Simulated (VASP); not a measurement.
Input of a VASP 6.6.1 run:

The input INCAR:

```
SYSTEM = ZnO
ALGO = Normal ; EDIFF = 1E-6
ENCUT = 600 ; GGA = PS
GGA_COMPAT = .FALSE. ; ISIF = 2
ISMEAR = 0 ; LASPH = .TRUE.
LCHARG = .FALSE. ; LREAL = .FALSE.
LWAVE = .FALSE. ; NBANDS = 26
NELM = 120 ; PREC = Accurate
SIGMA = 0.02
```

File KPOINTS:

```
k-points
0
G
  9 9 6
  0 0 0
```

POSCAR

```
ZnO
1.0
    3.2308886223      0.0000000000      0.0000000000
   -1.6154443111      2.7980316237      0.0000000000
    0.0000000000      0.0000000000      5.2156335540
Zn O
2 2
Direct
    0.3333333333      0.6666666667     -0.0009687267
    0.6666666667      0.3333333333      0.4990312733
    0.3333333333      0.6666666667      0.3779687267
    0.6666666667      0.3333333333      0.8779687267
```

Potentials or basis: VASP PAW PBE potentials, release 64 (Zn, O).

Launch:

```bash
$ cat potpaw_PBE.64/Zn/POTCAR potpaw_PBE.64/O/POTCAR > POTCAR
$ mpirun -np 1 vasp_std > vasp.out
```

What does it give for the pressure?

0.4 GPa.

Estimate the band gap on the k mesh.

0.69 eV, direct.

Caveat: the PAW data sets were made with another functional, which shifts forces and pressure a little. PBEsol gaps usually lie below the measured ones, often by a third to a half.
